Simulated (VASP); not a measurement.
# ScGa3 (Pm-3m) in VASP: further runs, part 2 of 3

VASP 6.6.1. Earlier steps stand in the parts before.

**4. Electric field gradients, LDA (volume scaled by 0.94)**

Contents of INCAR:

```
ALGO = Normal
EDIFF = 1E-8
ENCUT = 520
ISIF = 2
ISMEAR = -1
LASPH = True
LCHARG = False
LEFG = True
LREAL = False
LWAVE = False
NBANDS = 33
NELM = 80
PREC = Accurate
SIGMA = 0.05
```

Contents of KPOINTS:

```
k-points
0
Gamma
  9 9 9
```

Contents of POSCAR:

```
ScGa3
1.0
    4.0114051152      0.0000000000      0.0000000000
    0.0000000000      4.0114051152      0.0000000000
    0.0000000000      0.0000000000      4.0114051152
Sc Ga
1 3
Direct
    0.0000000000      0.0000000000      0.0000000000
    0.0000000000      0.5000000000      0.5000000000
    0.5000000000      0.0000000000      0.5000000000
    0.5000000000      0.5000000000      0.0000000000
```

Potentials or basis: VASP PAW LDA potentials, release 64 (Sc_sv, Ga_d).

Command:

```
cat potpaw_LDA.64/Sc_sv/POTCAR potpaw_LDA.64/Ga_d/POTCAR > POTCAR
mpirun -np 1 vasp_std > vasp.out
```

OUTCAR:

```text
EDIFF = 1E-8
   ENCUT = 520
   ISIF = 2
   ISMEAR = -1
   LASPH = True
   LREAL = False
   NELM = 80
   PREC = Accurate

 ion  position               nearest neighbor table
   1  0.000  0.000  0.000-   2 2.84   3 2.84   4 2.84   2 2.84   3 2.84   2 2.84   4 2.84   2 2.84
                             3 2.84   4 2.84   3 2.84   4 2.84
   2  0.000  0.500  0.500-   1 2.84   3 2.84   4 2.84   1 2.84   4 2.84   1 2.84   3 2.84   1 2.84
                             3 2.84   4 2.84   4 2.84   3 2.84
   3  0.500  0.000  0.500-   1 2.84   2 2.84   4 2.84   1 2.84   4 2.84   2 2.84   4 2.84   4 2.84
                             1 2.84   2 2.84   1 2.84   2 2.84
   4  0.500  0.500  0.000-   1 2.84   2 2.84   3 2.84   2 2.84   3 2.84   1 2.84   3 2.84   3 2.84
                             1 2.84   2 2.84   2 2.84   1 2.84

  LATTYP: Found a simple cubic cell.
 ALAT       =     4.0114051152

  Lattice vectors:

 A1 = (   4.0114051152,   0.0000000000,   0.0000000000)
 A2 = (   0.0000000000,   4.0114051152,   0.0000000000)
 A3 = (   0.0000000000,   0.0000000000,   4.0114051152)

Analysis of symmetry for initial positions (statically):
=====================================================================
 Subroutine PRICEL returns:
 Original cell was already a primitive cell.

 Routine SETGRP: Setting up the symmetry group for a
[... 1070 lines left out ...]
 -----------------------------------------------------------------------------------
    total drift:                                0.000000      0.000000     -0.000000

  FREE ENERGIE OF THE ION-ELECTRON SYSTEM (eV)
  ---------------------------------------------------
  free  energy   TOTEN  =       -19.8346752760 eV

  energy  without entropy=      -19.8233789633  energy(sigma->0) =      -19.82902712

 Electric field gradients (V/A^2)
---------------------------------------------------------------------
 ion       V_xx      V_yy      V_zz      V_xy      V_xz      V_yz
---------------------------------------------------------------------
   1      -0.000    -0.000     0.000    -0.000     0.000     0.000
   2      65.550   -32.775   -32.775     0.000     0.000     0.000
   3     -32.775    65.550   -32.775    -0.000     0.000     0.000
   4     -32.775   -32.775    65.550     0.000     0.000     0.000
---------------------------------------------------------------------

 Electric field gradients after diagonalization (V/A^2)
 (convention: |V_zz| > |V_xx| > |V_yy|)
----------------------------------------------------------------------
 ion       V_xx      V_yy      V_zz     asymmetry (V_yy - V_xx)/ V_zz
----------------------------------------------------------------------
   1      -0.000     0.000    -0.000      -0.688
   2     -32.775   -32.775    65.550       0.000
   3     -32.775   -32.775    65.550       0.000
   4     -32.775   -32.775    65.550       0.000
----------------------------------------------------------------------

           NMR quadrupolar parameters

 Cq : quadrupolar parameter    Cq=e*Q*V_zz/h
 eta: asymmetry parameters     (V_yy - V_xx)/ V_zz
 Q  : nuclear electric quadrupole moment in mb (millibarn)
----------------------------------------------------------------------
 ion       Cq(MHz)       eta       Q (mb)
----------------------------------------------------------------------
   1      -0.000      -0.688       1.000
   2       0.158       0.000       1.000
   3       0.158       0.000       1.000
   4       0.158       0.000       1.000
----------------------------------------------------------------------
```

OSZICAR:

```text
N       E                     dE             d eps       ncg     rms          rms(c)
DAV:   1     0.417842041417E+03    0.41784E+03   -0.22933E+04  2382   0.271E+03
DAV:   2     0.269752636480E+02   -0.39087E+03   -0.38078E+03  2310   0.612E+02
DAV:   3    -0.195748593682E+02   -0.46550E+02   -0.45633E+02  3100   0.180E+02
DAV:   4    -0.208799718741E+02   -0.13051E+01   -0.13008E+01  3092   0.334E+01
DAV:   5    -0.209136273306E+02   -0.33655E-01   -0.33637E-01  3140   0.517E+00    0.905E+00
DAV:   6    -0.199384048271E+02    0.97522E+00   -0.27966E+00  3052   0.152E+01    0.300E+00
DAV:   7    -0.198624027778E+02    0.76002E-01   -0.15476E-01  2993   0.378E+00    0.177E+00
DAV:   8    -0.198355736614E+02    0.26829E-01   -0.54015E-02  3186   0.172E+00    0.209E-01
DAV:   9    -0.198347536468E+02    0.82001E-03   -0.86038E-03  3067   0.107E+00    0.726E-02
DAV:  10    -0.198347242360E+02    0.29411E-04   -0.80875E-04  3547   0.294E-01    0.563E-02
DAV:  11    -0.198346809071E+02    0.43329E-04   -0.39780E-04  3131   0.211E-01    0.210E-02
DAV:  12    -0.198346758722E+02    0.50349E-05   -0.52500E-05  3377   0.681E-02    0.570E-03
DAV:  13    -0.198346753257E+02    0.54647E-06   -0.27363E-06  3473   0.142E-02    0.277E-03
DAV:  14    -0.198346752762E+02    0.49491E-07   -0.36956E-07  3339   0.589E-03    0.283E-04
DAV:  15    -0.198346752760E+02    0.22465E-09   -0.10990E-08  1454   0.119E-03
   1 F= -.19834675E+02 E0= -.19829027E+02  d E =-.112963E-01
```

Run time: 28 s. Hardware: 1 thread of Intel Xeon 6975P-C (Granite Rapids), shared host; peak memory 0.19 GiB.

What came out:

```yaml
Free_energy: -19.8347 eV
Pressure: -0.4 GPa
Band_gap_on_the_k_mesh: zero (band 25 reaches 7.16 eV, above the bottom of band 26 at 3.78 eV)
```

Levels at points of the mesh, in eV from the Fermi level:
```
           k point  band 21  band 22  band 23  band 24  band 25  band 26  band 27  band 28  band 29  band 30
(0.00, 0.00, 0.00)    -3.26    -3.26    -2.08    -2.08    -2.08     1.77     1.77     1.77     3.22     3.76
```

Electric field gradients, principal values (V/Å²):
```tsv
atom	least	middle	greatest (by size)
1 Sc	0.000	0.000	0.000
2 Ga	-32.775	-32.775	65.550
3 Ga	-32.775	-32.775	65.550
4 Ga	-32.775	-32.775	65.550
```

Caveat: without QUAD_EFG the Cq values of the log hold for a quadrupole moment of 1 mb, not for the nuclei.

**5. Electric field gradients, LDA (volume scaled by 0.98)**

Contents of INCAR:

```
SYSTEM = ScGa3
ALGO = Normal ; EDIFF = 1E-8
ENCUT = 520 ; GGA = CA
ISIF = 2 ; ISMEAR = -1
LASPH = .TRUE. ; LCHARG = .FALSE.
LEFG = .TRUE. ; LREAL = .FALSE.
LWAVE = .FALSE. ; NBANDS = 33
NELM = 100 ; PREC = Accurate
SIGMA = 0.05
```

Contents of KPOINTS:

```
k-points
0
G
  9 9 9
  0 0 0
```

Contents of POSCAR:

```
ScGa3
1.0
    4.0675159504      0.0000000000      0.0000000000
    0.0000000000      4.0675159504      0.0000000000
    0.0000000000      0.0000000000      4.0675159504
Sc Ga
1 3
Direct
    0.0000000000      0.0000000000      0.0000000000
    0.0000000000      0.5000000000      0.5000000000
    0.5000000000      0.0000000000      0.5000000000
    0.5000000000      0.5000000000      0.0000000000
```

Potentials or basis: VASP PAW LDA potentials, release 64 (Sc_sv, Ga_d).

Command:

```
cat potpaw_LDA.64/Sc_sv/POTCAR potpaw_LDA.64/Ga_d/POTCAR > POTCAR
mpirun -np 1 vasp_std > vasp.out
```

OUTCAR:

```text
SYSTEM = ScGa3
   EDIFF = 1E-8
   ENCUT = 520
   GGA = CA
   ISIF = 2
   ISMEAR = -1
   LASPH = .TRUE.
   LREAL = .FALSE.
   NELM = 100
   PREC = Accurate

 ion  position               nearest neighbor table
   1  0.000  0.000  0.000-   2 2.88   3 2.88   4 2.88   2 2.88   3 2.88   2 2.88   4 2.88   2 2.88
                             3 2.88   4 2.88   3 2.88   4 2.88
   2  0.000  0.500  0.500-   1 2.88   3 2.88   4 2.88   1 2.88   4 2.88   1 2.88   3 2.88   1 2.88
                             3 2.88   4 2.88   4 2.88   3 2.88
   3  0.500  0.000  0.500-   1 2.88   2 2.88   4 2.88   1 2.88   4 2.88   2 2.88   4 2.88   4 2.88
                             1 2.88   2 2.88   1 2.88   2 2.88
   4  0.500  0.500  0.000-   1 2.88   2 2.88   3 2.88   2 2.88   3 2.88   1 2.88   3 2.88   3 2.88
                             1 2.88   2 2.88   2 2.88   1 2.88

  LATTYP: Found a simple cubic cell.
 ALAT       =     4.0675159504

  Lattice vectors:

 A1 = (   4.0675159504,   0.0000000000,   0.0000000000)
 A2 = (   0.0000000000,   4.0675159504,   0.0000000000)
 A3 = (   0.0000000000,   0.0000000000,   4.0675159504)

Analysis of symmetry for initial positions (statically):
=====================================================================
 Subroutine PRICEL returns:
 Original cell was already a primitive cell.

 Routine SETGRP: Setting up the symmetry group for a
 simple cubic supercell.

 Subroutine GETGRP returns: Found 48 space group operations
 (whereof 48 operations were pure point group operations)
 out of a pool of 48 trial point group operations.

The static configuration has the point symmetry O_h .

Analysis of symmetry for dynamics (positions and initial velocities):
=====================================================================
 Subroutine PRICEL returns:
 Original cell was already a primitive cell.

 Routine SETGRP: Setting up the symmetry group for a
 simple cubic supercell.

 Subroutine GETGRP returns: Found 48 space group operations
 (whereof 48 operations were pure point group operations)
 out of a pool of 48 trial point group operations.

The dynamic configuration has the point symmetry O_h .

 Subroutine INISYM returns: Found 48 space group operations
 (whereof 48 operations are pure point group operations),
 and found     1 'primitive' translations

----------------------------------------------------------------------------------------

                                     Primitive cell

  volume of cell :      67.2958

  direct lattice vectors                    reciprocal lattice vectors
     4.067515950  0.000000000  0.000000000     0.245850296  0.000000000  0.000000000
     0.000000000  4.067515950  0.000000000     0.000000000  0.245850296  0.000000000
     0.000000000  0.000000000  4.067515950     0.000000000  0.000000000  0.245850296

  length of vectors
     4.067515950  4.067515950  4.067515950     0.245850296  0.245850296  0.245850296

  position of ions in fractional coordinates (direct lattice)
     0.000000000  0.000000000  0.000000000
     0.000000000  0.500000000  0.500000000
     0.500000000  0.000000000  0.500000000
[... 96 lines left out ...]
   EFERMI_NEDOS =   21; number of points for ismear=-14 and -15
   IALGO  =     38    algorithm
   IMIX   =      4    mixing-type and parameters
     AMIX     =   0.40;   BMIX     =  1.00
     AMIX_MAG =   1.60;   BMIX_MAG =  1.00
  volume/ion in A,a.u.               =      16.82       113.53
  Fermi-wavevector in a.u.,A,eV,Ry     =   1.482753  2.801997 29.913189  2.198557
  Thomas-Fermi vector in A             =   2.596500
   LORBIT       =      0    0 simple, 1 ext, 2 COOP (PROOUT), +10 PAW based schemes
   GGA     = CA    functional components
   LHFCALC =     F    Hartree Fock is set to
   AEXX    =    0.0000 exact exchange contribution
   IVDW    =     0    specifies the selected vdW correction
   LEPSILON=     F    determine dielectric tensor
   LRPA    =     F    only Hartree local field effects (RPA)
 non-spin polarized calculation
  energy-cutoff  :      520.00
  volume of cell :       67.30
 maximum number of plane-waves:      1839
   NGX = 15   NGY = 15   NGZ = 15

 number of electron      50.0000076 magnetization

 Free energy of the ion-electron system (eV)
  ---------------------------------------------------
  ext. energy  EPLUGINS =         0.00000000
  ---------------------------------------------------
  free energy    TOTEN  =       -19.79745763 eV

  energy without entropy =      -19.78720121  energy(sigma->0) =      -19.79232942

 E-fermi :   6.3883     XC(G=0): -11.9107

 val. band max:        6.3757520766   @ k =   0.3333   0.1111   0.0000
 cond. band min:       6.4131084093   @ k =   0.2222   0.2222   0.1111
 fundamental gap:      0.0373563327
 Fermi energy:         6.3882960497

 k-point     1 :       0.0000    0.0000    0.0000
  band No.  band energies     occupation
      1     -42.2916      2.00000
      2     -21.3189      2.00000
      3     -21.3189      2.00000
      4     -21.3189      2.00000
      5      -8.8753      2.00000
      6      -8.8484      2.00000
[... 853 lines left out ...]
     32      11.2692      0.00000
     33      12.3329      0.00000

 [... further k-points ...]

------------------------ aborting loop because EDIFF is reached ----------------------------------------

  FORCE on cell =-STRESS in cart. coord.  units (eV):
  Direction    XX          YY          ZZ          XY          YZ          ZX
  --------------------------------------------------------------------------------------
  -------------------------------------------------------------------------------------
  Total       -1.6065366     -1.6065366     -1.6065366     -0.0000000     -0.0000000      0.0000000
  in kB      -38.2484112    -38.2484112    -38.2484112     -0.0000000     -0.0000000      0.0000000
  external PRESSURE =     -38.2484112 kB  Pullay stress =       0.0000000 kB

 VOLUME and BASIS-vectors are now :
 -----------------------------------------------------------------------------
  energy-cutoff  :      520.00
  volume of cell :       67.30
      direct lattice vectors                 reciprocal lattice vectors
     4.067515950  0.000000000  0.000000000     0.245850296  0.000000000  0.000000000
     0.000000000  4.067515950  0.000000000     0.000000000  0.245850296  0.000000000
     0.000000000  0.000000000  4.067515950     0.000000000  0.000000000  0.245850296

 POSITION                                       TOTAL-FORCE (eV/Angst)
 -----------------------------------------------------------------------------------
      0.00000      0.00000      0.00000         0.000000      0.000000      0.000000
      0.00000      2.03376      2.03376         0.000000      0.000000      0.000000
      2.03376      0.00000      2.03376         0.000000      0.000000      0.000000
      2.03376      2.03376      0.00000         0.000000      0.000000      0.000000
 -----------------------------------------------------------------------------------
    total drift:                                0.000000      0.000000     -0.000000

  FREE ENERGIE OF THE ION-ELECTRON SYSTEM (eV)
  ---------------------------------------------------
  free  energy   TOTEN  =       -19.7974576325 eV

  energy  without entropy=      -19.7872012104  energy(sigma->0) =      -19.79232942

 Electric field gradients (V/A^2)
---------------------------------------------------------------------
 ion       V_xx      V_yy      V_zz      V_xy      V_xz      V_yz
---------------------------------------------------------------------
   1       0.000     0.000     0.000     0.000    -0.000     0.000
   2      63.723   -31.862   -31.862    -0.000     0.000     0.000
   3     -31.862    63.723   -31.862     0.000     0.000    -0.000
   4     -31.862   -31.862    63.723     0.000     0.000    -0.000
---------------------------------------------------------------------

 Electric field gradients after diagonalization (V/A^2)
 (convention: |V_zz| > |V_xx| > |V_yy|)
----------------------------------------------------------------------
 ion       V_xx      V_yy      V_zz     asymmetry (V_yy - V_xx)/ V_zz
----------------------------------------------------------------------
   1       0.000     0.000     0.000      -0.245
   2     -31.862   -31.862    63.723       0.000
   3     -31.862   -31.862    63.723       0.000
   4     -31.862   -31.862    63.723       0.000
----------------------------------------------------------------------

           NMR quadrupolar parameters

 Cq : quadrupolar parameter    Cq=e*Q*V_zz/h
 eta: asymmetry parameters     (V_yy - V_xx)/ V_zz
 Q  : nuclear electric quadrupole moment in mb (millibarn)
----------------------------------------------------------------------
 ion       Cq(MHz)       eta       Q (mb)
----------------------------------------------------------------------
   1       0.000      -0.245       1.000
   2       0.154       0.000       1.000
   3       0.154       0.000       1.000
   4       0.154       0.000       1.000
----------------------------------------------------------------------
```

OSZICAR:

```text
N       E                     dE             d eps       ncg     rms          rms(c)
DAV:   1     0.427362065856E+03    0.42736E+03   -0.22979E+04  2342   0.268E+03
DAV:   2     0.285668459488E+02   -0.39880E+03   -0.38860E+03  2310   0.617E+02
DAV:   3    -0.193648747009E+02   -0.47932E+02   -0.46845E+02  2955   0.181E+02
DAV:   4    -0.209092365443E+02   -0.15444E+01   -0.15272E+01  3202   0.345E+01
DAV:   5    -0.209402535338E+02   -0.31017E-01   -0.31004E-01  3148   0.497E+00    0.841E+00
DAV:   6    -0.198970846960E+02    0.10432E+01   -0.31116E+00  3063   0.151E+01    0.263E+00
DAV:   7    -0.198257959078E+02    0.71289E-01   -0.16497E-01  3015   0.376E+00    0.161E+00
DAV:   8    -0.197983811353E+02    0.27415E-01   -0.55203E-02  3146   0.173E+00    0.217E-01
DAV:   9    -0.197975436398E+02    0.83750E-03   -0.97628E-03  3134   0.113E+00    0.726E-02
DAV:  10    -0.197975414660E+02    0.21739E-05   -0.11636E-03  3395   0.334E-01    0.681E-02
DAV:  11    -0.197974714430E+02    0.70023E-04   -0.71853E-04  3088   0.266E-01    0.282E-02
DAV:  12    -0.197974578449E+02    0.13598E-04   -0.93304E-05  3377   0.860E-02    0.412E-03
DAV:  13    -0.197974577045E+02    0.14041E-06   -0.35534E-06  3442   0.144E-02    0.286E-03
DAV:  14    -0.197974576325E+02    0.72056E-07   -0.52311E-07  3194   0.665E-03    0.222E-04
DAV:  15    -0.197974576325E+02   -0.63665E-11   -0.15061E-08  1810   0.122E-03
   1 F= -.19797458E+02 E0= -.19792329E+02  d E =-.102564E-01
```

stdout:

```text
POSCAR found type information on POSCAR ScGa
 POSCAR found :  2 types and       4 ions
 scaLAPACK will be used
 LDA part: xc-table for (Slater(with rela. corr.)+CA(PZ))
 , standard interpolation
 POSCAR, INCAR and KPOINTS ok, starting setup
 FFT: planning ... GRIDC
 FFT: planning ... GRID_SOFT
 FFT: planning ... GRID
 WAVECAR not read
 entering main loop
ion   1

ion   2

ion   3

ion   4
```

Run time: 28 s. Hardware: 1 thread of Intel Xeon 6975P-C (Granite Rapids), shared host; peak memory 0.19 GiB.

What came out:

```yaml
Free_energy: -19.7975 eV
Pressure: -3.8 GPa
Band_gap_on_the_k_mesh: zero (band 25 reaches 6.66 eV, above the bottom of band 26 at 3.47 eV)
```

Levels at points of the mesh, in eV from the Fermi level:
```
           k point  band 22  band 23  band 24  band 25  band 26  band 27  band 28  band 29
(0.00, 0.00, 0.00)    -3.22    -1.97    -1.97    -1.97     1.72     1.72     1.72     3.14
```

Electric field gradients, principal values (V/Å²):
```
atom    least   middle  greatest (by size)
1 Sc    0.000    0.000               0.000
2 Ga  -31.862  -31.862              63.723
3 Ga  -31.862  -31.862              63.723
4 Ga  -31.862  -31.862              63.723
```

Caveat: without QUAD_EFG the Cq values of the log hold for a quadrupole moment of 1 mb, not for the nuclei.

(Part 2 of 3 ends here.)
